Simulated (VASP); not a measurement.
# Rh in VASP: a series of runs

Rh is run at these levels: PBEsol; tasks: single point.

All numbers are computed with VASP 6.6.1; they aren't measurements. Logs are shortened: lines on timing, memory, paths and dates and some standing lists are left out, and cuts for length are marked.

## (1) The cell of the first run

Symmetry: C2/m, No. 12, monoclinic system. Conventional cell: a = 3.686 Å, b = 3.702 Å, c = 2.579 Å, α = 90.00°, β = 133.23°, γ = 90.00°. Within 3.4 Å of Rh (site symmetry 2/m) lie 12 Rh at 2.58 to 2.69 Å.

## (2) Single point, PBEsol (strained)

The input, INCAR:

```
SYSTEM = Rh
ALGO     = Fast           ! electronic algorithm
EDIFF    = 1E-6           ! SCF threshold, eV
ENCUT    = 520            ! plane-wave cutoff, eV
GGA      = PS             ! functional
ISIF     = 2              ! what is computed and relaxed
ISMEAR   = 0              ! smearing method
LASPH    = .True.         ! aspherical terms in the spheres
LCHARG   = .False.        ! write CHGCAR
LREAL    = .False.        ! projectors in reciprocal space
LWAVE    = .False.        ! write WAVECAR
NBANDS   = 14             ! bands
NELM     = 60             ! most SCF steps
PREC     = Accurate       ! precision mode
SIGMA    = 0.1            ! smearing width, eV
```

The input, KPOINTS:

```
k-points
0
Gamma
  18 18 18
  0 0 0
```

The input, POSCAR:

```
Rh
1.0
    0.0380310000      1.8511018785      1.8428301360
    1.9183216710      0.0000000000      1.8808611360
    1.8802906710      1.8511018785      0.0380310000
Rh
1
Direct
    0.0000000000      0.0000000000      0.0000000000
```

Potentials or basis: VASP PAW PBE potentials, release 64 (Rh_pv).

Launch:

```
cat potpaw_PBE.64/Rh_pv/POTCAR > POTCAR
mpirun -np 1 vasp_std > vasp.out
```

OUTCAR:

```text
SYSTEM = Rh
   EDIFF = 1E-6
   ENCUT = 520
   GGA = PS
   ISIF = 2
   ISMEAR = 0
   LASPH = .True.
   LREAL = .False.
   NELM = 60
   PREC = Accurate

 ion  position               nearest neighbor table
   1  0.000  0.000  0.000-

  LATTYP: Found a base centered monoclinic cell.
 ALAT       =     3.6864450448
 B/A-ratio  =     1.0042747720
 C/A-ratio  =     0.6995889039
 COS(beta)  =    -0.6849191556

  Lattice vectors:

 A1 = (  -0.0380310000,   1.8511018785,  -1.8428301360)
 A2 = (  -0.0380310000,  -1.8511018785,  -1.8428301360)
 A3 = (  -1.8422596710,   0.0000000000,   1.8047991360)

Analysis of symmetry for initial positions (statically):
=====================================================================
 Subroutine PRICEL returns:
 Original cell was already a primitive cell.

 Routine SETGRP: Setting up the symmetry group for a
 base centered monoclinic supercell.

 Subroutine GETGRP returns: Found  4 space group operations
 (whereof  4 operations were pure point group operations)
 out of a pool of  4 trial point group operations.

The static configuration has the point symmetry C_2h.

Analysis of symmetry for dynamics (positions and initial velocities):
=====================================================================
 Subroutine PRICEL returns:
 Original cell was already a primitive cell.

 Routine SETGRP: Setting up the symmetry group for a
 base centered monoclinic supercell.

 Subroutine GETGRP returns: Found  4 space group operations
 (whereof  4 operations were pure point group operations)
 out of a pool of  4 trial point group operations.

The dynamic configuration has the point symmetry C_2h.

 Subroutine INISYM returns: Found  4 space group operations
 (whereof  4 operations are pure point group operations),
 and found     1 'primitive' translations

----------------------------------------------------------------------------------------

                                     Primitive cell

  volume of cell :      12.8230

  direct lattice vectors                    reciprocal lattice vectors
     0.038031000  1.851101878  1.842830136    -0.271517457  0.270109390  0.276925187
     1.918321671  0.000000000  1.880861136     0.260537295 -0.270109390  0.265945025
     1.880290671  1.851101878  0.038031000     0.271517457  0.270109390 -0.276925187

  length of vectors
     2.612287777  2.686558513  2.638847765     0.472618632  0.459962521  0.472618632

  position of ions in fractional coordinates (direct lattice)
     0.000000000  0.000000000  0.000000000

  ion indices of the primitive-cell ions
   primitive index   ion index
                 1           1

----------------------------------------------------------------------------------------

 KPOINTS: k-points

Automatic generation of k-mesh.
 Grid dimensions read from file:
 generate k-points for:   18   18   18

 Generating k-lattice:

  Cartesian coordinates                     Fractional coordinates (reciprocal lattice)
    -0.015084303  0.015006077  0.015384733     0.055555556  0.000000000 -0.000000000
     0.014474294 -0.015006077  0.014774724     0.000000000  0.055555556  0.000000000
     0.015084303  0.015006077 -0.015384733     0.000000000  0.000000000  0.055555556

  Length of vectors
     0.026256591  0.025553473  0.026256591

  Shift w.r.t. Gamma in fractional coordinates (k-lattice)
     0.000000000  0.000000000  0.000000000

 Subroutine IBZKPT returns following result:
 ===========================================

 Found   1550 irreducible k-points:

 Following reciprocal coordinates:
            Coordinates               Weight
  0.000000  0.000000  0.000000      1.000000
  0.055556 -0.000000  0.000000      4.000000
  0.111111 -0.000000  0.000000      4.000000
  0.166667  0.000000  0.000000      4.000000
  0.222222 -0.000000  0.000000      4.000000
  0.277778 -0.000000  0.000000      4.000000
[... 16 lines left out ...]
 -0.333333  0.055556  0.000000      4.000000
 -0.277778  0.055556 -0.000000      4.000000
 [... further k-points ...]
   k-points           NKPTS =   1550   k-points in BZ     NKDIM =   1550   number of bands    NBANDS=     14
   number of dos      NEDOS =    301   number of ions     NIONS =      1
   total plane-waves  NPLWV =   8000
   dimension x,y,z NGX =    20 NGY =   20 NGZ =   20
   dimension x,y,z NGXF=    40 NGYF=   40 NGZF=   40
   ions per type =               1
   NGX,Y,Z   is equivalent  to a cutoff of  12.73, 12.38, 12.60 a.u.
   NGXF,Y,Z  is equivalent  to a cutoff of  25.46, 24.75, 25.20 a.u.
 SYSTEM =  Rh
   PREC   = accura    normal or accurate (medium, high low for compatibility)
   ISTART =      0    job   : 0-new  1-cont  2-samecut
   ICHARG =      2    charge: 1-file 2-atom 10-const
   ISPIN  =      1    spin polarized calculation?
   LNONCOLLINEAR =      F non collinear calculations
   LSORBIT =      F    spin-orbit coupling
   LASPH  =      T    aspherical Exc in radial PAW
   ENCUT  =  520.0 eV  38.22 Ry    6.18 a.u.   4.86  5.00  4.91*2*pi/ulx,y,z
   NELM   =     60;   NELMIN=  2; NELMDL= -5     # of ELM steps
   EDIFF  = 0.1E-05   stopping-criterion for ELM
   LREAL  =      F    real-space projection
   EDIFFG = 0.1E-04   stopping-criterion for IOM
   NSW    =      0    number of steps for IOM
   IBRION =     -1    ionic relax: 0-MD 1-quasi-New 2-CG
   NFREE  =      0    steps in history (QN), initial steepest desc. (CG)
   ISIF   =      2    stress and relaxation
   ISYM   =      2    0-nonsym 1-usesym 2-fastsym
   POTIM  = 0.5000    time-step for ionic-motion
   TEBEG  =    0.0;   TEEND  =   0.0 temperature during run
   PSTRESS=    0.0 pullay stress
   NELECT =      15.0000    total number of electrons
   NUPDOWN=      -1.0000    fix difference up-down
   EMIN   =  10.00;   EMAX   =-10.00  energy-range for DOS
   EFERMI =   0.00;   METHOD = LEGACY
   ISMEAR =     0;   SIGMA  =   0.10  broadening in eV -4-tet -1-fermi 0-gaus
   EFERMI_NEDOS =   21; number of points for ismear=-14 and -15
   IALGO  =     68    algorithm
   IMIX   =      4    mixing-type and parameters
     AMIX     =   0.40;   BMIX     =  1.00
     AMIX_MAG =   1.60;   BMIX_MAG =  1.00
  volume/ion in A,a.u.               =      12.82        86.53
  Fermi-wavevector in a.u.,A,eV,Ry     =   1.724946  3.259675 40.483298  2.975438
  Thomas-Fermi vector in A             =   2.800539
   LORBIT       =      0    0 simple, 1 ext, 2 COOP (PROOUT), +10 PAW based schemes
   GGA     = PS    functional components
   LHFCALC =     F    Hartree Fock is set to
   AEXX    =    0.0000 exact exchange contribution
   IVDW    =     0    specifies the selected vdW correction
   LEPSILON=     F    determine dielectric tensor
   LRPA    =     F    only Hartree local field effects (RPA)
 non-spin polarized calculation
 RMM-DIIS sequential band-by-band and
 Gauss-broadening in eV      SIGMA  =   0.10
  energy-cutoff  :      520.00
  volume of cell :       12.82
 maximum number of plane-waves:       357
   NGX =  9   NGY =  9   NGZ =  9

 number of electron      15.0000000 magnetization

 Free energy of the ion-electron system (eV)
  ---------------------------------------------------
  ext. energy  EPLUGINS =         0.00000000
  ---------------------------------------------------
  free energy    TOTEN  =        -8.08668769 eV

  energy without entropy =       -8.08085555  energy(sigma->0) =       -8.08377162

 E-fermi :  13.0861     XC(G=0): -14.6712

 val. band max:       13.0838791455   @ k =   0.3333  -0.2222   0.1667
 cond. band min:      13.0876933128   @ k =  -0.2778   0.3889   0.0556
 fundamental gap:      0.0038141673
 Fermi energy:        13.0860917567

 k-point     1 :       0.0000    0.0000    0.0000
  band No.  band energies     occupation
      1     -33.3860      2.00000
      2     -33.3728      2.00000
      3     -33.3634      2.00000
      4       4.5062      2.00000
      5       9.3174      2.00000
      6       9.6246      2.00000
      7       9.9206      2.00000
      8      11.8748      2.00000
      9      12.1458      2.00000
     10      28.9295      0.00000
     11      33.2444      0.00000
     12      34.0088      0.00000
     13      34.9442      0.00000
     14      35.5084      0.00000

 k-point     2 :       0.0556   -0.0000    0.0000
  band No.  band energies     occupation
      1     -33.4013      2.00000
      2     -33.3873      2.00000
      3     -33.3733      2.00000
      4       4.6445      2.00000
      5       9.3717      2.00000
      6       9.6434      2.00000
      7       9.9026      2.00000
      8      11.8344      2.00000
      9      12.1007      2.00000
     10      29.1526      0.00000
     11      33.2433      0.00000
     12      34.1396      0.00000
     13      34.5441      0.00000
     14      35.4090      0.00000

 k-point     3 :       0.1111   -0.0000    0.0000
  band No.  band energies     occupation
      1     -33.4884      2.00000
      2     -33.4012      2.00000
      3     -33.3863      2.00000
      4       5.0398      2.00000
      5       9.4711      2.00000
      6       9.6044      2.00000
      7      10.0022      2.00000
      8      11.7431      2.00000
      9      11.9908      2.00000
     10      29.7566      0.00000
     11      32.8863      0.00000
     12      33.2560      0.00000
     13      34.9124      0.00000
     14      35.9397      0.00000

 k-point     4 :       0.1667    0.0000    0.0000
  band No.  band energies     occupation
      1     -33.6232      2.00000
      2     -33.4209      2.00000
      3     -33.4047      2.00000
      4       5.6190      2.00000
      5       9.3658      2.00000
      6       9.7237      2.00000
      7      10.2169      2.00000
      8      11.6962      2.00000
      9      11.9010      2.00000
     10      30.4918      0.00000
     11      31.2889      0.00000
     12      33.2483      0.00000
     13      35.8917      0.00000
     14      36.8364      0.00000

 k-point     5 :       0.2222   -0.0000    0.0000
  band No.  band energies     occupation
      1     -33.7866      2.00000
      2     -33.4456      2.00000
      3     -33.4263      2.00000
      4       6.2065      2.00000
      5       9.4081      2.00000
      6       9.7919      2.00000
      7      10.3460      2.00000
      8      11.8398      2.00000
      9      11.9816      2.00000
     10      29.5898      0.00000
     11      31.0900      0.00000
[... 276 lines left out ...]
 k-point    22 :      -0.3889    0.0556   -0.0000
  band No.  band energies     occupation
      1     -34.2649      2.00000
      2     -33.5213      2.00000
      3     -33.5164      2.00000
      4       6.5044      2.00000
      5       9.3181      2.00000
      6       9.9147      2.00000
      7      12.0512      2.00000
      8      13.2965      0.00293
      9      14.2077      0.00000
     10      24.2615      0.00000
     11      28.9821      0.00000
     12      33.2475      0.00000
     13      34.4085      0.00000
     14      36.1521      0.00000

 k-point    23 :      -0.3333    0.0556    0.0000
  band No.  band energies     occupation
      1     -34.1510      2.00000
      2     -33.5088      2.00000
      3     -33.4953      2.00000
      4       6.6251      2.00000
      5       9.4812      2.00000
      6      10.0662      2.00000
      7      11.0478      2.00000
      8      12.7178      2.00000
      9      13.5488      0.00000
     10      25.9279      0.00000
     11      29.7249      0.00000
     12      33.2475      0.00000
     13      35.2337      0.00000
     14      37.6931      0.00000

 k-point    24 :      -0.2778    0.0556   -0.0000
  band No.  band energies     occupation
      1     -34.0030      2.00000
      2     -33.4912      2.00000
      3     -33.4685      2.00000
      4       6.6733      2.00000
      5       9.6389      2.00000
      6      10.0487      2.00000
      7      10.2485      2.00000
      8      12.1125      2.00000
      9      12.9600      1.92546
     10      27.6161      0.00000
     11      30.6288      0.00000
     12      33.2475      0.00000
     13      36.2023      0.00000
     14      38.8335      0.00000

 [... further k-points ...]

------------------------ aborting loop because EDIFF is reached ----------------------------------------

  FORCE on cell =-STRESS in cart. coord.  units (eV):
  Direction    XX          YY          ZZ          XY          YZ          ZX
  --------------------------------------------------------------------------------------
  -------------------------------------------------------------------------------------
  Total        1.1591715      1.4659784      1.6646972      0.0000000     -0.0000000     -0.8087062
  in kB      144.8334799    183.1676903    207.9967421      0.0000000     -0.0000000   -101.0443547
  external PRESSURE =     178.6659708 kB  Pullay stress =       0.0000000 kB

 VOLUME and BASIS-vectors are now :
 -----------------------------------------------------------------------------
  energy-cutoff  :      520.00
  volume of cell :       12.82
      direct lattice vectors                 reciprocal lattice vectors
     0.038031000  1.851101878  1.842830136    -0.271517457  0.270109390  0.276925187
     1.918321671  0.000000000  1.880861136     0.260537295 -0.270109390  0.265945025
     1.880290671  1.851101878  0.038031000     0.271517457  0.270109390 -0.276925187

 POSITION                                       TOTAL-FORCE (eV/Angst)
 -----------------------------------------------------------------------------------
      0.00000      0.00000      0.00000        -0.000000      0.000000      0.000000
 -----------------------------------------------------------------------------------
    total drift:                                0.000000      0.000000      0.000000

  FREE ENERGIE OF THE ION-ELECTRON SYSTEM (eV)
  ---------------------------------------------------
  free  energy   TOTEN  =        -8.0866876927 eV

  energy  without entropy=       -8.0808555520  energy(sigma->0) =       -8.08377162
```

Run time: 2.4 min. Hardware: 1 thread of Intel Xeon Platinum 8488C (Sapphire Rapids), shared host; peak memory 0.34 GiB.

Results:

| Quantity | Value |
| --- | --- |
| Free energy | -8.0867 eV |
| Pressure | 17.9 GPa |

Stress tensor (GPa, compression positive):
```
 14.48   0.00 -10.10
  0.00  18.32   0.00
-10.10   0.00  20.80
```

Levels at points of the mesh, in eV from the Fermi level:
| k point | band 4 | band 5 | band 6 | band 7 | band 8 | band 9 | band 10 | band 11 |
| --- | --- | --- | --- | --- | --- | --- | --- | --- |
| (0.00, 0.00, 0.00) | -8.58 | -3.77 | -3.46 | -3.17 | -1.21 | -0.94 | 15.84 | 20.16 |
| (0.50, 0.00, 0.00) | -6.78 | -3.87 | -3.28 | 0.57 | 0.81 | 0.83 | 9.67 | 15.21 |
| (0.00, 0.50, 0.00) | -6.78 | -3.75 | -3.26 | 0.37 | 0.44 | 0.76 | 9.03 | 15.57 |
| (0.50, 0.50, 0.00) | -7.05 | -6.65 | 0.55 | 1.11 | 1.20 | 3.48 | 13.40 | 13.40 |
| (0.50, 0.00, 0.50) | -7.05 | -6.65 | 0.63 | 1.02 | 1.24 | 3.36 | 12.79 | 13.25 |
| (0.00, 0.50, 0.50) | -7.04 | -6.63 | 0.60 | 1.07 | 1.18 | 3.02 | 12.82 | 13.84 |

Caveat: the cell differs from its parent crystal (strained); the PAW data sets were made with another functional, which shifts forces and pressure a little.

## (3) Single point, PBEsol (strained)

The input, INCAR:

```
SYSTEM = Rh
ALGO = Normal ; EDIFF = 1E-6
ENCUT = 520 ; GGA = PS
ISIF = 2 ; ISMEAR = 0
LASPH = .TRUE. ; LCHARG = .FALSE.
LREAL = .FALSE. ; LWAVE = .FALSE.
NBANDS = 14 ; NELM = 80
PREC = Accurate ; SIGMA = 0.1
```

The input, KPOINTS:

```
k-points
0
G
  18 18 18
  0 0 0
```

The input, POSCAR:

```
Rh
1.0
    0.0000000000      1.8512540025      1.8512540025
    1.8512540025      0.0000000000      1.8512540025
    1.8512540025      1.8512540025      0.0000000000
Rh
1
Direct
    0.0000000000      0.0000000000      0.0000000000
```

Potentials or basis: VASP PAW PBE potentials, release 64 (Rh_pv).

Launch:

```
cat potpaw_PBE.64/Rh_pv/POTCAR > POTCAR
mpirun -np 1 vasp_std > vasp.out
```

Wall time 16 s (1 thread of Intel Xeon 6975P-C, shared host); peak memory 0.15 GiB.

Results (log left out):

```yaml
Free_energy: -8.0897 eV
Pressure: 21.4 GPa
```

Levels at points of the mesh, in eV from the Fermi level:
```csv
k point,band 3,band 4,band 5,band 6,band 7,band 8,band 9,band 10,band 11,band 12
"(0.00, 0.00, 0.00)",-46.49,-8.67,-3.52,-3.52,-3.52,-1.12,-1.12,15.83,20.12,21.75
"(0.50, 0.00, 0.00)",-46.62,-6.88,-3.61,-3.61,0.56,0.66,0.66,9.45,15.37,20.12
"(0.50, 0.50, 0.00)",-46.84,-7.16,-6.76,0.64,1.13,1.13,3.29,13.29,13.70,13.70
```

Caveat: the cell differs from its parent crystal (strained); the PAW data sets were made with another functional, which shifts forces and pressure a little.
